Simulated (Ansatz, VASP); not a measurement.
Two plane-wave programs on BP

Contents of INCAR:

```
ALGO     = Normal         # electronic algorithm
EDIFF    = 1E-6           # SCF threshold, eV
ENCUT    = 520            # plane-wave cutoff, eV
GGA      = PS             # functional
ISIF     = 2              # what is computed and relaxed
ISMEAR   = 0              # smearing method
LASPH    = True           # aspherical terms in the spheres
LCHARG   = False          # write CHGCAR
LREAL    = False          # projectors in reciprocal space
LWAVE    = False          # write WAVECAR
NBANDS   = 11             # bands
NELM     = 100            # most SCF steps
PREC     = Accurate       # precision mode
SIGMA    = 0.05           # smearing width, eV
```

KPOINTS

```
k-points
0
Gamma
  12 12 12
```

The input POSCAR:

```
BP
1.0
    0.0000000000      2.2426145337      2.1760280746
    2.1760280746      0.0000000000      2.1760280746
    2.1760280746      2.2426145337      0.0000000000
B P
1 1
Direct
    0.0000000000      0.0000000000      0.0000000000
    0.7500000000      0.7500000000      0.7500000000
```

Input for Ansatz:

```yaml
crystal:
  lattice:
    - [0.0, 2.2426145337, 2.1760280746]
    - [2.1760280746, 0.0, 2.1760280746]
    - [2.1760280746, 2.2426145337, 0.0]
  atoms:
    - { symbol: B, position: [0.0, 0.0, 0.0] }
    - { symbol: P, position: [0.75, 0.75, 0.75] }
basis:
  ecutwfc: 520.0
kpoints:
  mp_grid: { grid: [12, 12, 12] }
hamiltonian:
  xc: pbesol
scf:
  occupations: { method: gaussian, width: 0.05 }
output:
  forces: true
  stress: true
  eigenvalues: true
  write_density: true
  write_potential: true
  elf: true
  volumetric_format: npy
```

Alike in both runs: task single point; functional PBEsol; k mesh 12 × 12 × 12; occupations gaussian, width 0.05 eV; no spin polarisation.

|  | VASP | Ansatz |
| --- | --- | --- |
| version | VASP 6.6.1 | Ansatz 0.2.0 |
| potentials or method | VASP PAW PBE potentials, release 64 (B, P), cutoff 520 eV | scalar-relativistic, plane waves, PAW |
| valence electrons in the cell | 8 | 8 |

|  | VASP | Ansatz | Ansatz less VASP |
| --- | --- | --- | --- |
| gap on the k mesh at the Fermi level (eV) | 0.75 | 0.76 | +0.006 |
| least direct gap on the mesh (eV) | 3.36 | 3.37 | +0.009 |
| pressure (GPa) | 16.6 | 16.5 | -0.11 |
| traceless stress, the component that is largest in VASP (GPa) | -5.92 | -5.92 | 0.000 |

VASP's potentials were made for PBE, not for PBEsol.
